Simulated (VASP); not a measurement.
# Sb2P3H (P-3m1) in VASP: further runs

Sb2P3H is run at these levels: PBE; tasks: single point, relaxation of cell and atoms.

Everything below comes from runs of VASP 6.6.1. Logs are shortened: lines on timing, memory, paths and dates and some standing lists are left out, and cuts for length are marked.

### Step 1. The cell of the first run

The structure is trigonal, space group P-3m1 (No. 164). The conventional cell has a = 4.496 Å, b = 4.496 Å, c = 6.077 Å, α = 90.00°, β = 90.00°, γ = 120.00°. Sb (site symmetry 3m) has 8 P at 2.72 to 3.20 Å and 3 H at 2.86 Å and 3 Sb at 3.54 Å within 3.6 Å. Within 3.8 Å of H (site symmetry -3m) lie 6 Sb at 2.86 Å and 8 P at 3.04 to 3.28 Å. Within 3.6 Å of P (site symmetry 3m) lie 5 Sb at 2.72 to 3.20 Å and 6 P at 2.80 to 3.32 Å and 3 H at 3.28 Å. Within 3.7 Å of P (site symmetry -3m) lie 6 P at 2.80 Å and 2 H at 3.04 Å and 6 Sb at 3.18 Å.

The cell was built from a structure type or drawn by symmetry, and may not be a known phase.

### Step 2. Single point, PBE

Input file INCAR:

```
SYSTEM = Sb2P3H
ALGO     = Normal         ! electronic algorithm
EDIFF    = 1E-7           ! SCF threshold, eV
ENCUT    = 520            ! plane-wave cutoff, eV
GGA      = PE             ! functional
ISIF     = 2              ! what is computed and relaxed
ISMEAR   = 0              ! smearing method
LASPH    = .TRUE.         ! aspherical terms in the spheres
LCHARG   = .FALSE.        ! write CHGCAR
LREAL    = .FALSE.        ! projectors in reciprocal space
LWAVE    = .FALSE.        ! write WAVECAR
NBANDS   = 22             ! bands
NELM     = 100            ! most SCF steps
PREC     = Accurate       ! precision mode
SIGMA    = 0.1            ! smearing width, eV
```

Input file KPOINTS:

```
k-points
0
G
  6 6 4
  0 0 0
```

Input file POSCAR:

```
Sb2P3H
1.0
    4.4964360031     -0.0000000028      0.0000000000
   -2.2482179991      3.8940278066      0.0000000000
    0.0000000000      0.0000000000      6.0766054533
Sb H P
2 1 3
Direct
    0.3333333333      0.6666666667      0.1978066018
    0.6666666667      0.3333333333      0.8021933982
    0.0000000000      0.0000000000      0.0000000000
    0.3333333333      0.6666666667      0.6706632461
    0.6666666667      0.3333333333      0.3293367539
    0.0000000000      0.0000000000      0.5000000000
```

Potentials or basis: VASP PAW PBE potentials, release 64 (Sb, H, P).

Started as:

```
cat potpaw_PBE.64/Sb/POTCAR potpaw_PBE.64/H/POTCAR potpaw_PBE.64/P/POTCAR > POTCAR
mpirun -np 1 vasp_std > vasp.out
```

OUTCAR:

```text
SYSTEM = Sb2P3H
   EDIFF = 1E-7
   ENCUT = 520
   GGA = PE
   ISIF = 2
   ISMEAR = 0
   LASPH = .TRUE.
   LREAL = .FALSE.
   NELM = 100
   PREC = Accurate

 ion  position               nearest neighbor table
   1  0.333  0.667  0.198-   5 2.72   5 2.72   5 2.72   4 2.87   6 3.18   6 3.18   6 3.18   4 3.20
                             2 3.54   2 3.54   2 3.54
   2  0.667  0.333  0.802-   4 2.72   4 2.72   4 2.72   5 2.87   6 3.18   6 3.18   6 3.18   5 3.20
                             1 3.54   1 3.54   1 3.54
   3  0.000  0.000  0.000-
   4  0.333  0.667  0.671-   2 2.72   2 2.72   2 2.72   6 2.80   6 2.80   6 2.80   1 2.87   1 3.20

   5  0.667  0.333  0.329-   1 2.72   1 2.72   1 2.72   6 2.80   6 2.80   6 2.80   2 2.87   2 3.20

   6  0.000  0.000  0.500-   4 2.80   5 2.80   5 2.80   4 2.80   5 2.80   4 2.80   1 3.18   2 3.18
                             1 3.18   2 3.18   1 3.18   2 3.18

  LATTYP: Found a hexagonal cell.
 ALAT       =     4.4964360031
 C/A-ratio  =     1.3514270967

  Lattice vectors:

 A1 = (   4.4964360031,  -0.0000000028,   0.0000000000)
 A2 = (  -2.2482179991,   3.8940278066,   0.0000000000)
 A3 = (   0.0000000000,   0.0000000000,   6.0766054533)

Analysis of symmetry for initial positions (statically):
=====================================================================
 Subroutine PRICEL returns:
 Original cell was already a primitive cell.

 Routine SETGRP: Setting up the symmetry group for a
 hexagonal supercell.

 Subroutine GETGRP returns: Found 12 space group operations
 (whereof 12 operations were pure point group operations)
 out of a pool of 24 trial point group operations.

The static configuration has the point symmetry D_3d.

Analysis of symmetry for dynamics (positions and initial velocities):
=====================================================================
 Subroutine PRICEL returns:
 Original cell was already a primitive cell.

 Routine SETGRP: Setting up the symmetry group for a
 hexagonal supercell.

 Subroutine GETGRP returns: Found 12 space group operations
 (whereof 12 operations were pure point group operations)
 out of a pool of 24 trial point group operations.

The dynamic configuration has the point symmetry D_3d.

 Subroutine INISYM returns: Found 12 space group operations
 (whereof 12 operations are pure point group operations),
 and found     1 'primitive' translations

[... 104 lines left out ...]
   NSW    =      0    number of steps for IOM
   IBRION =     -1    ionic relax: 0-MD 1-quasi-New 2-CG
   NFREE  =      0    steps in history (QN), initial steepest desc. (CG)
   ISIF   =      2    stress and relaxation
   ISYM   =      2    0-nonsym 1-usesym 2-fastsym
   POTIM  = 0.5000    time-step for ionic-motion
   TEBEG  =    0.0;   TEEND  =   0.0 temperature during run
   PSTRESS=    0.0 pullay stress
   NELECT =      26.0000    total number of electrons
   NUPDOWN=      -1.0000    fix difference up-down
   EMIN   =  10.00;   EMAX   =-10.00  energy-range for DOS
   EFERMI =   0.00;   METHOD = LEGACY
   ISMEAR =     0;   SIGMA  =   0.10  broadening in eV -4-tet -1-fermi 0-gaus
   EFERMI_NEDOS =   21; number of points for ismear=-14 and -15
   IALGO  =     38    algorithm
   IMIX   =      4    mixing-type and parameters
     AMIX     =   0.40;   BMIX     =  1.00
     AMIX_MAG =   1.60;   BMIX_MAG =  1.00
  volume/ion in A,a.u.               =      17.73       119.67
  Fermi-wavevector in a.u.,A,eV,Ry     =   1.023505  1.934143 14.252940  1.047562
  Thomas-Fermi vector in A             =   2.157242
   LORBIT       =      0    0 simple, 1 ext, 2 COOP (PROOUT), +10 PAW based schemes
   GGA     = PE    functional components
   LHFCALC =     F    Hartree Fock is set to
   AEXX    =    0.0000 exact exchange contribution
   IVDW    =     0    specifies the selected vdW correction
   LEPSILON=     F    determine dielectric tensor
   LRPA    =     F    only Hartree local field effects (RPA)
 non-spin polarized calculation
 Gauss-broadening in eV      SIGMA  =   0.10
  energy-cutoff  :      520.00
  volume of cell :      106.40
 maximum number of plane-waves:      2902
 NGX is ok and might be reduce to    36
   NGX = 17   NGY = 17   NGZ = 23

 number of electron      26.0000003 magnetization

 Free energy of the ion-electron system (eV)
  ---------------------------------------------------
  ext. energy  EPLUGINS =         0.00000000
  ---------------------------------------------------
  free energy    TOTEN  =       -24.11609381 eV

  energy without entropy =      -24.11059923  energy(sigma->0) =      -24.11334652

 E-fermi :   8.0588     XC(G=0): -10.4974

 val. band max:        8.0309489180   @ k =   0.1667   0.0000   0.0000
 cond. band min:       8.1775882672   @ k =   0.1667   0.1667   0.0000
 fundamental gap:      0.1466393492
 Fermi energy:         8.0588247847

 k-point     1 :       0.0000    0.0000    0.0000
  band No.  band energies     occupation
      1      -6.5897      2.00000
      2      -3.2865      2.00000
      3      -1.3482      2.00000
      4       0.9307      2.00000
      5       1.5983      2.00000
      6       3.6494      2.00000
[... 589 lines left out ...]
     21      12.8188      0.00000
     22      15.7132      0.00000

------------------------ aborting loop because EDIFF is reached ----------------------------------------

  FORCE on cell =-STRESS in cart. coord.  units (eV):
  Direction    XX          YY          ZZ          XY          YZ          ZX
  --------------------------------------------------------------------------------------
  -------------------------------------------------------------------------------------
  Total       -0.2277114     -0.2277114     -0.1049736     -0.0000000      0.0000000      0.0000000
  in kB       -3.4289947     -3.4289947     -1.5807463     -0.0000000      0.0000000      0.0000000
  external PRESSURE =      -2.8129119 kB  Pullay stress =       0.0000000 kB

 VOLUME and BASIS-vectors are now :
 -----------------------------------------------------------------------------
  energy-cutoff  :      520.00
  volume of cell :      106.40
      direct lattice vectors                 reciprocal lattice vectors
     4.496436003 -0.000000003  0.000000000     0.222398362  0.128401754  0.000000000
    -2.248217999  3.894027807  0.000000000     0.000000000  0.256803508  0.000000000
     0.000000000  0.000000000  6.076605453     0.000000000  0.000000000  0.164565563

 POSITION                                       TOTAL-FORCE (eV/Angst)
 -----------------------------------------------------------------------------------
      0.00000      2.59602      1.20199        -0.000000     -0.000000     -0.033040
      2.24822      1.29801      4.87461         0.000000      0.000000      0.033040
      0.00000      0.00000      0.00000        -0.000000     -0.000000      0.000000
      0.00000      2.59602      4.07536         0.000000      0.000000      0.035798
      2.24822      1.29801      2.00125         0.000000     -0.000000     -0.035798
      0.00000      0.00000      3.03830        -0.000000     -0.000000      0.000000
 -----------------------------------------------------------------------------------
    total drift:                                0.000000      0.000000     -0.000000

  FREE ENERGIE OF THE ION-ELECTRON SYSTEM (eV)
  ---------------------------------------------------
  free  energy   TOTEN  =       -24.1160938119 eV

  energy  without entropy=      -24.1105992335  energy(sigma->0) =      -24.11334652
```

stdout:

```text
POSCAR found type information on POSCAR SbH P
 POSCAR found :  3 types and       6 ions
 scaLAPACK will be used
 LDA part: xc-table for (Slater+PW92), standard interpolation
 POSCAR, INCAR and KPOINTS ok, starting setup
 FFT: planning ... GRIDC
 FFT: planning ... GRID_SOFT
 FFT: planning ... GRID
 WAVECAR not read
 entering main loop
```

Wall time 44 s (1 thread of Oxide Virtual Turin-like, shared host); peak memory 0.22 GiB.

Results:

```yaml
Free_energy: -24.1161 eV
Pressure: -0.3 GPa
Largest_force: 0.036 eV/Å
Band_gap_on_the_k_mesh: zero (bands 13 and 14 overlap by 2.54 eV)
```

Forces on the atoms (eV/Å):
```
Sb   0.000  0.000 -0.033
Sb   0.000  0.000  0.033
H    0.000  0.000  0.000
P    0.000  0.000  0.036
P    0.000  0.000 -0.036
P    0.000  0.000  0.000
```

Stress tensor (GPa, compression positive):
```
-0.34  0.00  0.00
 0.00 -0.34  0.00
 0.00  0.00 -0.16
```

Caveat: spin-orbit coupling is left out, which moves the levels of the heavy elements.

### Step 3. Single point, PBE

This run uses another cell than the first one, of 23.18 Å³/atom.

Input file INCAR:

```
SYSTEM = Sb2P3H
  ALGO = Normal
  EDIFF = 1E-6
  ENCUT = 520
  GGA = PE
  ISIF = 2
  ISMEAR = 0
  LASPH = .True.
  LCHARG = .True.
  LELF = .True.
  LREAL = .False.
  LVHAR = .True.
  LWAVE = .False.
  NBANDS = 22
  NELM = 60
  PREC = Accurate
  SIGMA = 0.1
```

Input file KPOINTS:

```
k-points
0
Gamma
  6 6 4
  0 0 0
```

Input file POSCAR:

```
Sb2P3H
1.0
    4.6607148100      0.0000000000      0.0000000000
   -2.3303574000      4.0362974200      0.0000000000
    0.0000000000      0.0000000000      7.3923612900
Sb H P
2 1 3
Direct
    0.3333333300      0.6666666700      0.2492527400
    0.6666666700      0.3333333300      0.7507472600
    0.0000000000      0.0000000000      0.0000000000
    0.3333333300      0.6666666700      0.6510112900
    0.6666666700      0.3333333300      0.3489887100
    0.0000000000      0.0000000000      0.5000000000
```

Potentials or basis: VASP PAW PBE potentials, release 64 (Sb, H, P).

Started as:

```
cat potpaw_PBE.64/Sb/POTCAR potpaw_PBE.64/H/POTCAR potpaw_PBE.64/P/POTCAR > POTCAR
mpirun -np 1 vasp_std > vasp.out
```

Run time: 77 s. Hardware: 1 thread of Oxide Virtual Turin-like, shared host; peak memory 0.25 GiB.

Results (log left out):

```yaml
Free_energy: -23.2280 eV
Pressure: -6.7 GPa
Largest_force: 0.621 eV/Å
Band_gap_on_the_k_mesh: zero (bands 13 and 14 overlap by 1.45 eV)
```

Forces in eV/Å, atoms in the order of the input:
```
Sb   0.000  0.000  0.621
Sb   0.000  0.000 -0.621
H    0.000  0.000  0.000
P    0.000  0.000 -0.352
P    0.000  0.000  0.352
P    0.000  0.000  0.000
```

Stress tensor (GPa, compression positive):
```
-6.12  0.00  0.00
 0.00 -6.12  0.00
 0.00  0.00 -7.86
```

Levels at points of the mesh, in eV from the Fermi level:
```csv
k point,band 10,band 11,band 12,band 13,band 14,band 15,band 16,band 17
"(0.00, 0.00, 0.00)",-3.12,-1.94,-1.94,-1.23,-0.37,-0.11,1.07,1.07
"(0.50, 0.00, 0.00)",-2.44,-1.04,-0.22,0.35,0.62,1.50,1.98,2.36
"(0.00, 0.00, 0.50)",-2.76,-2.71,-2.04,-2.04,-0.67,0.46,1.02,1.02
"(0.50, 0.00, 0.50)",-2.28,-1.41,-1.31,0.59,0.83,0.99,1.73,2.49
```

Caveat: the cell stands under tension; spin-orbit coupling is left out, which moves the levels of the heavy elements.

### Step 4. Single point, PBE

This run uses another cell than the first one, of 17.45 Å³/atom.

Input file INCAR:

```
SYSTEM = Sb2P3H
ALGO     = Normal         ! electronic algorithm
EDIFF    = 1E-6           ! SCF threshold, eV
ENCUT    = 520            ! plane-wave cutoff, eV
GGA      = PE             ! functional
ISIF     = 2              ! what is computed and relaxed
ISMEAR   = 0              ! smearing method
LASPH    = .TRUE.         ! aspherical terms in the spheres
LCHARG   = .FALSE.        ! write CHGCAR
LREAL    = .FALSE.        ! projectors in reciprocal space
LWAVE    = .FALSE.        ! write WAVECAR
NBANDS   = 22             ! bands
NELM     = 100            ! most SCF steps
PREC     = Accurate       ! precision mode
SIGMA    = 0.1            ! smearing width, eV
```

Input file KPOINTS:

```
k-points
0
G
  12 12 6
  0 0 0
```

Input file POSCAR:

```
Sb2P3H
1.0
    3.6272403001      0.0000000000      0.0000000000
   -1.8136201501      3.1412822455      0.0000000000
    0.0000000000      0.0000000000      9.1867698461
Sb H P
2 1 3
Direct
    0.3333333333      0.6666666667      0.1563550005
    0.6666666667      0.3333333333      0.8436449995
    0.0000000000      0.0000000000      0.0000000000
    0.3333333333      0.6666666667      0.6501992480
    0.6666666667      0.3333333333      0.3498007520
    0.0000000000      0.0000000000      0.5000000000
```

Started as:

```
cat potpaw_PBE.64/Sb/POTCAR potpaw_PBE.64/H/POTCAR potpaw_PBE.64/P/POTCAR > POTCAR
mpirun -np 1 vasp_std > vasp.out
```

Run time: 3.7 min. Hardware: 1 thread of Oxide Virtual Turin-like, shared host; peak memory 0.33 GiB.

Results (log left out):

```yaml
Free_energy: -25.5517 eV
Pressure: -0.1 GPa
Largest_force: 0.013 eV/Å
Band_gap_on_the_k_mesh: zero (bands 13 and 14 overlap by 2.43 eV)
```

Forces in eV/Å, atoms in the order of the input:
```
Sb   0.000  0.000 -0.013
Sb   0.000  0.000  0.013
H    0.000  0.000  0.000
P    0.000  0.000 -0.012
P    0.000  0.000  0.012
P    0.000  0.000  0.000
```

Levels at points of the mesh, in eV from the Fermi level:
| k point | band 10 | band 11 | band 12 | band 13 | band 14 | band 15 | band 16 | band 17 |
| --- | --- | --- | --- | --- | --- | --- | --- | --- |
| (0.00, 0.00, 0.00) | -1.27 | -1.02 | 0.77 | 0.77 | 1.24 | 1.28 | 2.20 | 2.20 |
| (0.50, 0.00, 0.00) | -3.05 | -2.49 | -2.15 | -1.06 | -0.45 | -0.06 | 2.19 | 2.81 |
| (0.00, 0.00, 0.50) | -1.24 | 0.02 | 0.58 | 0.58 | 0.60 | 1.95 | 2.58 | 2.58 |
| (0.50, 0.00, 0.50) | -2.66 | -2.49 | -2.36 | 0.13 | 0.35 | 1.01 | 1.42 | 1.42 |

Caveat: spin-orbit coupling is left out, which moves the levels of the heavy elements.

### Step 5. Relaxation of cell and atoms, PBE

This run uses another cell than the first one, of 23.18 Å³/atom.

Input file INCAR:

```
SYSTEM = Sb2P3H
PREC = Accurate
ENCUT = 600
EDIFF = 1E-6
ISMEAR = 0
SIGMA = 0.1
LREAL = .False.
LASPH = .True.
NELM = 100
ALGO = Normal
ISIF = 3
LWAVE = .False.
LCHARG = .False.
GGA = PE
IBRION = 2
NSW = 90
EDIFFG = -0.04
```

Input file KPOINTS:

```
regular mesh
0
Gamma
  6 6 4
  0 0 0
```

Input file POSCAR:

```
Sb2P3H
1.0
    4.6607148100      0.0000000000      0.0000000000
   -2.3303574000      4.0362974200      0.0000000000
    0.0000000000      0.0000000000      7.3923612900
Sb H P
2 1 3
Direct
    0.3333333300      0.6666666700      0.2492527400
    0.6666666700      0.3333333300      0.7507472600
    0.0000000000      0.0000000000      0.0000000000
    0.3333333300      0.6666666700      0.6510112900
    0.6666666700      0.3333333300      0.3489887100
    0.0000000000      0.0000000000      0.5000000000
```

Started as:

```
cat potpaw_PBE.64/Sb/POTCAR potpaw_PBE.64/H/POTCAR potpaw_PBE.64/P/POTCAR > POTCAR
mpirun -np 1 vasp_std > vasp.out
```

Wall time 15 min (1 thread of Oxide Virtual Turin-like, shared host); peak memory 0.33 GiB.

Results (log left out):

| Quantity | Value |
| --- | --- |
| Free energy | -24.1182 eV |
| Relaxed volume | 17.67 Å³/atom |
| Relaxed cell | a = 4.482 Å, b = 4.482 Å, c = 6.096 Å, α = 90.00°, β = 90.00°, γ = 120.00° |
| Space group after relaxing (to 0.1 Å) | P-3m1 (No. 164) |
| Energy gained by relaxing | 148.3 meV/atom |
| Ionic steps | 21 |
| Pressure after relaxing | 0.0 GPa |
| Largest force after relaxing | 0.029 eV/Å |
| Band gap on the k mesh | zero (bands 13 and 14 overlap by 2.54 eV) |

Forces on the atoms (eV/Å):
```
Sb   0.000  0.000 -0.029
Sb   0.000  0.000  0.029
H    0.000  0.000  0.000
P    0.000  0.000  0.014
P    0.000  0.000 -0.014
P    0.000  0.000  0.000
```

Stress tensor (GPa, compression positive):
```
 0.09  0.00  0.00
 0.00  0.09  0.00
 0.00  0.00 -0.32
```

The path:
```tsv
step	energy change (eV)	largest force (eV/Å)	pressure (GPa)	volume (Å³)
1	0.0000	0.6213	-6.69	139.07
2	-0.4129	0.5432	1.27	120.48
3	-0.4204	0.3736	0.10	122.42
4	-0.4862	0.4054	0.11	121.07
5	-0.5395	0.5930	0.41	118.68
6	-0.5966	0.4662	-0.94	118.65
7	-0.6452	0.3233	-3.19	118.54
8	-0.6804	0.3162	-3.04	117.10
9	-0.7777	0.2919	-2.34	112.84
10	-0.8287	0.0461	0.99	104.53
11	-0.8446	0.2124	-0.79	108.03
12	-0.8480	0.1818	-0.34	107.01
13	-0.8670	0.1569	-0.01	106.48
14	-0.8781	0.1265	0.59	105.71
15	-0.8781	0.1251	0.62	105.67
16	-0.8817	0.1242	0.11	106.29
17	-0.8826	0.1280	-0.37	106.88
18	-0.8849	0.1075	-0.31	106.75
19	-0.8892	0.0422	-0.16	106.36
20	-0.8874	0.0931	0.05	105.58
21	-0.8898	0.0295	-0.05	106.04
```

Final structure:
```
CELL_PARAMETERS angstrom
4.48186 0.00000 0.00000
-2.24093 3.88141 0.00000
0.00000 0.00000 6.09583
ATOMIC_POSITIONS crystal
Sb 0.33333 0.66667 0.19637
Sb 0.66667 0.33333 0.80363
H 0.00000 0.00000 0.00000
P 0.33333 0.66667 0.67015
P 0.66667 0.33333 0.32985
P 0.00000 0.00000 0.50000
```

Levels at points of the mesh, in eV from the Fermi level:
```tsv
k point	band 10	band 11	band 12	band 13	band 14	band 15	band 16	band 17
(0.00, 0.00, 0.00)	-3.00	-1.89	-1.89	-1.32	-0.69	-0.39	0.73	0.73
(0.50, 0.00, 0.00)	-2.67	-2.05	-0.60	0.29	0.93	2.26	2.91	3.48
(0.00, 0.00, 0.50)	-3.62	-2.89	-2.78	-2.78	-1.55	0.43	0.43	1.42
(0.50, 0.00, 0.50)	-2.35	-2.03	-1.82	0.86	0.96	1.21	1.71	2.10
```

Caveat: the volume moved by over 15 % at a fixed basis, so the end points are rough; spin-orbit coupling is left out, which moves the levels of the heavy elements.

### Step 6. The runs side by side

```tsv
task	cell	k mesh	cutoff (eV)	gap on the mesh (eV)	pressure (GPa)	largest force (eV/Å)
single point	a = 4.496, b = 4.496, c = 6.077 Å, angles 90.0, 90.0, 120.0°, 6 atoms, atomic positions A	6 × 6 × 4	520	none	-0.3	0.04
single point	a = 4.661, b = 4.661, c = 7.392 Å, angles 90.0, 90.0, 120.0°, 6 atoms, atomic positions B	6 × 6 × 4	520	none	-6.7	0.62
single point	a = 3.627, b = 3.627, c = 9.187 Å, angles 90.0, 90.0, 120.0°, 6 atoms, atomic positions C	12 × 12 × 6	520	none	-0.1	0.01
relaxation of cell and atoms	relaxed from a = 4.661, b = 4.661, c = 7.392 Å, angles 90.0, 90.0, 120.0°, 6 atoms, atomic positions B	6 × 6 × 4	600	none	0.0	0.03
```

Alike in all rows: level PBE; potentials or basis VASP PAW PBE potentials, release 64 (Sb, H, P); no spin polarisation; smearing gaussian 0.1 eV.

Caveats: spin-orbit coupling is left out, which moves the levels of the heavy elements; the cell stands under tension (at least some runs); the volume moved by over 15 % at a fixed basis, so the end points are rough (at least some runs).

Absolute energies hang on the potentials; compare differences alone.
